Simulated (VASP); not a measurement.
# CaO in VASP: notebook

The runs below take CaO through single point, with r2SCAN, HSE06.

All numbers are computed with VASP 6.6.1; they aren't measurements. Logs are shortened: lines on timing, memory, paths and dates and some standing lists are left out, and cuts for length are marked.

## (1) The cell of the first run

The structure is orthorhombic, space group Imm2 (No. 44). Conventional cell: a = 3.582 Å, b = 3.791 Å, c = 5.213 Å, α = 90.00°, β = 90.00°, γ = 90.00°. Ca (site symmetry mm2) has 4 O at 2.25 to 2.27 Å within 3.0 Å. Within 3.0 Å of O (site symmetry mm2) lie 4 Ca at 2.25 to 2.27 Å.

## (2) Single point, r2SCAN (shear xy strain +5.7%)

Contents of POSCAR:

```
CaO
1.0
    0.0739008449      2.6067317416      2.6067317416
    2.6067317416      0.0739008449      2.6067317416
    2.6806325865      2.6806325865      0.0000000000
Ca O
1 1
Direct
    0.0050124821      0.0050124821     -0.0050124821
    0.2449875179      0.2449875179      0.2550124821
```

Contents of INCAR.step1:

```
SYSTEM = CaO
ALGO = Normal
EDIFF = 1E-4
ENCUT = 520
GGA = PE
ISMEAR = 0
LASPH = .True.
LCHARG = .False.
LREAL = .False.
LWAVE = .True.
NBANDS = 15
NELM = 100
PREC = Accurate
SIGMA = 0.01
```

Contents of INCAR.step2:

```
SYSTEM = CaO
ALGO = Normal
EDIFF = 1E-7
ENCUT = 520
ISIF = 2
ISMEAR = 0
ISTART = 1
LASPH = .True.
LCHARG = .False.
LMIXTAU = .True.
LREAL = .False.
LWAVE = .False.
METAGGA = R2SCAN
NBANDS = 15
NELM = 100
PREC = Accurate
SIGMA = 0.01
```

Contents of KPOINTS:

```
k-points
0
Gamma
  8 8 8
  0 0 0
```

Potentials or basis: VASP PAW PBE potentials, release 64 (Ca_sv, O).

Run with:

```
> cat potpaw_PBE.64/Ca_sv/POTCAR potpaw_PBE.64/O/POTCAR > POTCAR
> cp INCAR.step1 INCAR
> mpirun -np 1 vasp_std > vasp.out
> cp INCAR.step2 INCAR
> mpirun -np 1 vasp_std > vasp.out
```

OUTCAR:

```text
SYSTEM = CaO
   EDIFF = 1E-7
   ENCUT = 520
   ISIF = 2
   ISMEAR = 0
   ISTART = 1
   LASPH = .True.
   LREAL = .False.
   METAGGA = R2SCAN
   NELM = 100
   PREC = Accurate

 ion  position               nearest neighbor table
   1  0.005  0.005  0.995-   2 2.25   2 2.25   2 2.27   2 2.27
   2  0.245  0.245  0.255-   1 2.25   1 2.25   1 2.27   1 2.27

  LATTYP: Found a body centered orthorhombic cell.
 ALAT       =     3.5819638053
 B/A-ratio  =     1.0583543457
 C/A-ratio  =     1.4554763159

  Lattice vectors:

 A1 = (   2.6067317416,   0.0739008449,  -2.6067317416)
 A2 = (  -2.6067317416,  -0.0739008449,  -2.6067317416)
 A3 = (   0.0739008449,   2.6067317416,   2.6067317416)

Analysis of symmetry for initial positions (statically):
=====================================================================
 Subroutine PRICEL returns:
 Original cell was already a primitive cell.

 Routine SETGRP: Setting up the symmetry group for a
 body centered orthorhombic supercell.

 Subroutine GETGRP returns: Found  4 space group operations
 (whereof  4 operations were pure point group operations)
 out of a pool of  8 trial point group operations.

The static configuration has the point symmetry C_2v.

Analysis of symmetry for dynamics (positions and initial velocities):
=====================================================================
 Subroutine PRICEL returns:
 Original cell was already a primitive cell.

 Routine SETGRP: Setting up the symmetry group for a
 body centered orthorhombic supercell.

 Subroutine GETGRP returns: Found  4 space group operations
 (whereof  4 operations were pure point group operations)
 out of a pool of  8 trial point group operations.

The dynamic configuration has the point symmetry C_2v.

 Subroutine INISYM returns: Found  4 space group operations
 (whereof  4 operations are pure point group operations),
 and found     1 'primitive' translations

----------------------------------------------------------------------------------------

                                     Primitive cell

  volume of cell :      35.3973

  direct lattice vectors                    reciprocal lattice vectors
     0.073900845  2.606731742  2.606731742    -0.197407573  0.197407573  0.191811068
     2.606731742  0.073900845  2.606731742     0.197407573 -0.197407573  0.191811068
     2.680632586  2.680632586  0.000000000     0.186523137  0.186523137 -0.191811068

  length of vectors
     3.687216034  3.687216034  3.790986960     0.338719627  0.338719627  0.326149118

  position of ions in fractional coordinates (direct lattice)
     0.005012482  0.005012482  0.994987518
     0.244987518  0.244987518  0.255012482

  ion indices of the primitive-cell ions
   primitive index   ion index
                 1           1
                 2           2

----------------------------------------------------------------------------------------

 KPOINTS: k-points

Automatic generation of k-mesh.
 Grid dimensions read from file:
 generate k-points for:    8    8    8

 Generating k-lattice:

  Cartesian coordinates                     Fractional coordinates (reciprocal lattice)
    -0.024675947  0.024675947  0.023976384     0.125000000  0.000000000  0.000000000
     0.024675947 -0.024675947  0.023976384     0.000000000  0.125000000  0.000000000
     0.023315392  0.023315392 -0.023976384     0.000000000  0.000000000  0.125000000

  Length of vectors
     0.042339953  0.042339953  0.040768640

  Shift w.r.t. Gamma in fractional coordinates (k-lattice)
     0.000000000  0.000000000  0.000000000

 Subroutine IBZKPT returns following result:
 ===========================================

 Found     95 irreducible k-points:

 Following reciprocal coordinates:
            Coordinates               Weight
  0.000000  0.000000  0.000000      1.000000
  0.125000  0.000000  0.000000      4.000000
  0.250000  0.000000  0.000000      4.000000
  0.375000 -0.000000  0.000000      4.000000
  0.500000  0.000000  0.000000      2.000000
  0.125000  0.125000  0.000000      2.000000
[... 16 lines left out ...]
  0.125000 -0.000000  0.125000      4.000000
  0.250000 -0.000000  0.125000      8.000000
 [... further k-points ...]
   k-points           NKPTS =     95   k-points in BZ     NKDIM =     95   number of bands    NBANDS=     15
   number of dos      NEDOS =    301   number of ions     NIONS =      2
   total plane-waves  NPLWV =  21952
   dimension x,y,z NGX =    28 NGY =   28 NGZ =   28
   dimension x,y,z NGXF=    56 NGYF=   56 NGZF=   56
   ions per type =               1   1
   NGX,Y,Z   is equivalent  to a cutoff of  12.62, 12.62, 12.28 a.u.
   NGXF,Y,Z  is equivalent  to a cutoff of  25.25, 25.25, 24.56 a.u.
 SYSTEM =  CaO
   PREC   = accura    normal or accurate (medium, high low for compatibility)
   ISTART =      1    job   : 0-new  1-cont  2-samecut
   ICHARG =      0    charge: 1-file 2-atom 10-const
   ISPIN  =      1    spin polarized calculation?
   LNONCOLLINEAR =      F non collinear calculations
   LSORBIT =      F    spin-orbit coupling
   LASPH  =      T    aspherical Exc in radial PAW
   ENCUT  =  520.0 eV  38.22 Ry    6.18 a.u.   6.86  6.86  7.05*2*pi/ulx,y,z
   NELM   =    100;   NELMIN=  2; NELMDL=  0     # of ELM steps
   EDIFF  = 0.1E-06   stopping-criterion for ELM
   LREAL  =      F    real-space projection
   EDIFFG = 0.1E-05   stopping-criterion for IOM
   NSW    =      0    number of steps for IOM
   IBRION =     -1    ionic relax: 0-MD 1-quasi-New 2-CG
   NFREE  =      0    steps in history (QN), initial steepest desc. (CG)
   ISIF   =      2    stress and relaxation
   ISYM   =      2    0-nonsym 1-usesym 2-fastsym
   POTIM  = 0.5000    time-step for ionic-motion
   TEBEG  =    0.0;   TEEND  =   0.0 temperature during run
   PSTRESS=    0.0 pullay stress
   NELECT =      16.0000    total number of electrons
   NUPDOWN=      -1.0000    fix difference up-down
   EMIN   =  10.00;   EMAX   =-10.00  energy-range for DOS
   EFERMI =   0.00;   METHOD = LEGACY
   ISMEAR =     0;   SIGMA  =   0.01  broadening in eV -4-tet -1-fermi 0-gaus
   EFERMI_NEDOS =   21; number of points for ismear=-14 and -15
   IALGO  =     38    algorithm
   IMIX   =      4    mixing-type and parameters
     AMIX     =   0.40;   BMIX     =  1.00
     AMIX_MAG =   1.60;   BMIX_MAG =  1.00
  volume/ion in A,a.u.               =      17.70       119.44
  Fermi-wavevector in a.u.,A,eV,Ry     =   1.256391  2.374235 21.477053  1.578519
  Thomas-Fermi vector in A             =   2.390101
   LORBIT       =      0    0 simple, 1 ext, 2 COOP (PROOUT), +10 PAW based schemes
   METAGGA = R2SCAN    functional components
   LHFCALC =     F    Hartree Fock is set to
   AEXX    =    0.0000 exact exchange contribution
   IVDW    =     0    specifies the selected vdW correction
   LEPSILON=     F    determine dielectric tensor
   LRPA    =     F    only Hartree local field effects (RPA)
 non-spin polarized calculation
 Gauss-broadening in eV      SIGMA  =   0.01
  energy-cutoff  :      520.00
  volume of cell :       35.40
 maximum number of plane-waves:       965
   NGX = 13   NGY = 13   NGZ = 15

 number of electron      16.0000000 magnetization

 Free energy of the ion-electron system (eV)
  ---------------------------------------------------
  ext. energy  EPLUGINS =         0.00000000
  ---------------------------------------------------
  free energy    TOTEN  =       -18.92680850 eV

  energy without entropy =      -18.92680850  energy(sigma->0) =      -18.92680850

 E-fermi :   0.3851     XC(G=0):  -9.5866

 val. band max:        0.2225351582   @ k =   0.5000   0.5000   0.0000
 cond. band min:       3.8854993049   @ k =   0.0000   0.0000   0.0000
 fundamental gap:      3.6629641467
 Fermi energy:         0.3851331925

 k-point     1 :       0.0000    0.0000    0.0000
  band No.  band energies     occupation
      1     -38.4196      2.00000
      2     -18.4834      2.00000
      3     -18.4801      2.00000
      4     -18.4742      2.00000
      5     -15.5912      2.00000
      6      -0.5583      2.00000
      7      -0.4657      2.00000
      8      -0.3587      2.00000
      9       3.8855      0.00000
     10       8.7504      0.00000
     11       8.8166      0.00000
     12      10.4060      0.00000
     13      10.4332      0.00000
     14      10.4496      0.00000
     15      16.8119      0.00000

 k-point     2 :       0.1250    0.0000    0.0000
  band No.  band energies     occupation
      1     -38.4122      2.00000
      2     -18.6239      2.00000
      3     -18.4894      2.00000
      4     -18.4823      2.00000
      5     -15.4586      2.00000
      6      -0.5856      2.00000
      7      -0.5079      2.00000
      8      -0.3821      2.00000
      9       4.4547      0.00000
     10       8.5736      0.00000
     11       8.5979      0.00000
     12      10.1931      0.00000
     13      10.5709      0.00000
     14      10.6346      0.00000
     15      16.0533      0.00000

 k-point     3 :       0.2500    0.0000    0.0000
  band No.  band energies     occupation
      1     -38.3942      2.00000
      2     -18.9174      2.00000
      3     -18.5128      2.00000
      4     -18.5020      2.00000
      5     -15.1905      2.00000
      6      -0.7978      2.00000
      7      -0.3939      2.00000
      8      -0.3124      2.00000
      9       5.6079      0.00000
     10       8.2941      0.00000
     11       8.4922      0.00000
     12       9.7518      0.00000
     13      10.6366      0.00000
     14      10.7991      0.00000
     15      13.9875      0.00000

 k-point     4 :       0.3750   -0.0000    0.0000
  band No.  band energies     occupation
      1     -38.3761      2.00000
      2     -19.1681      2.00000
      3     -18.5360      2.00000
      4     -18.5215      2.00000
      5     -14.9746      2.00000
      6      -0.8171      2.00000
      7      -0.2922      2.00000
      8      -0.2514      2.00000
      9       6.4759      0.00000
     10       8.3078      0.00000
     11       8.6677      0.00000
     12       9.3512      0.00000
     13      10.3853      0.00000
     14      10.6222      0.00000
     15      13.0168      0.00000
[... 307 lines left out ...]
 k-point    22 :       0.0000    0.0000    0.1250
  band No.  band energies     occupation
      1     -38.4135      2.00000
      2     -18.6190      2.00000
      3     -18.4879      2.00000
      4     -18.4834      2.00000
      5     -15.4536      2.00000
      6      -0.6858      2.00000
      7      -0.4398      2.00000
      8      -0.3217      2.00000
      9       4.4062      0.00000
     10       8.5503      0.00000
     11       8.6786      0.00000
     12      10.1704      0.00000
     13      10.5664      0.00000
     14      10.5969      0.00000
     15      15.4348      0.00000

 k-point    23 :       0.1250   -0.0000    0.1250
  band No.  band energies     occupation
      1     -38.4105      2.00000
      2     -18.6465      2.00000
      3     -18.4998      2.00000
      4     -18.4970      2.00000
      5     -15.4127      2.00000
      6      -0.7303      2.00000
      7      -0.3864      2.00000
      8      -0.3611      2.00000
      9       4.6085      0.00000
     10       8.1239      0.00000
     11       8.9120      0.00000
     12      10.4033      0.00000
     13      10.4846      0.00000
     14      10.5325      0.00000
     15      16.2298      0.00000

 k-point    24 :       0.2500   -0.0000    0.1250
  band No.  band energies     occupation
      1     -38.3957      2.00000
      2     -18.8786      2.00000
      3     -18.5246      2.00000
      4     -18.5124      2.00000
      5     -15.1964      2.00000
      6      -0.8854      2.00000
      7      -0.3400      2.00000
      8      -0.2837      2.00000
      9       5.5646      0.00000
     10       7.6398      0.00000
     11       8.9502      0.00000
     12      10.0799      0.00000
     13      10.5825      0.00000
     14      10.7271      0.00000
     15      14.8972      0.00000

 [... further k-points ...]

------------------------ aborting loop because EDIFF is reached ----------------------------------------

  FORCE on cell =-STRESS in cart. coord.  units (eV):
  Direction    XX          YY          ZZ          XY          YZ          ZX
  --------------------------------------------------------------------------------------
  -------------------------------------------------------------------------------------
  Total        0.1992574      0.1992574      0.1463243     -0.4840037      0.0000000      0.0000000
  in kB        9.0189337      9.0189337      6.6230383    -21.9073306      0.0000000      0.0000000
  external PRESSURE =       8.2203019 kB  Pullay stress =       0.0000000 kB

 VOLUME and BASIS-vectors are now :
 -----------------------------------------------------------------------------
  energy-cutoff  :      520.00
  volume of cell :       35.40
      direct lattice vectors                 reciprocal lattice vectors
     0.073900845  2.606731742  2.606731742    -0.197407573  0.197407573  0.191811068
     2.606731742  0.073900845  2.606731742     0.197407573 -0.197407573  0.191811068
     2.680632586  2.680632586  0.000000000     0.186523137  0.186523137 -0.191811068

 POSITION                                       TOTAL-FORCE (eV/Angst)
 -----------------------------------------------------------------------------------
      2.68063      2.68063      0.02613         0.000000      0.000000      0.017946
      1.34032      1.34032      1.27723        -0.000000     -0.000000     -0.017946
 -----------------------------------------------------------------------------------
    total drift:                                0.000000      0.000000     -0.000343

  FREE ENERGIE OF THE ION-ELECTRON SYSTEM (eV)
  ---------------------------------------------------
  free  energy   TOTEN  =       -18.9268084971 eV

  energy  without entropy=      -18.9268084971  energy(sigma->0) =      -18.92680850
```

Wall time 3.2 min (1 thread of Intel Xeon Platinum 8375C at 2.90GHz (Ice Lake), shared host); peak memory 0.2 GiB.

Results:

```
Free energy            : -18.9268 eV
Pressure               : 0.8 GPa
Largest force          : 0.018 eV/Å
Band gap on the k mesh : 3.66 eV (least direct gap 4.24 eV)
```

Forces on the atoms (eV/Å):
```
Ca   0.000  0.000  0.018
O    0.000  0.000 -0.018
```

Levels at points of the mesh, in eV from the valence-band top:
```csv
k point,band 4,band 5,band 6,band 7,band 8,band 9,band 10,band 11,band 12,band 13
"(0.00, 0.00, 0.00)",-18.70,-15.81,-0.78,-0.69,-0.58,3.66,8.53,8.59,10.18,10.21
"(0.50, 0.00, 0.00)",-18.75,-15.12,-1.00,-0.48,-0.45,6.53,8.19,8.52,8.98,9.95
"(0.50, 0.50, 0.00)",-18.83,-14.88,-1.48,-0.13,0.00,5.25,7.13,9.67,9.93,10.00
"(0.00, 0.00, 0.50)",-18.74,-15.07,-1.12,-0.41,-0.36,6.48,8.12,8.70,8.80,9.86
"(0.50, 0.00, 0.50)",-18.84,-14.88,-1.49,-0.08,-0.08,5.28,7.14,9.64,9.94,10.00
```

Caveat: the cell differs from its parent crystal (shear xy strain +5.7%); the PAW data sets were made with another functional, which shifts forces and pressure a little. A k mesh can miss the band edges.

[end of part 1 of 2]
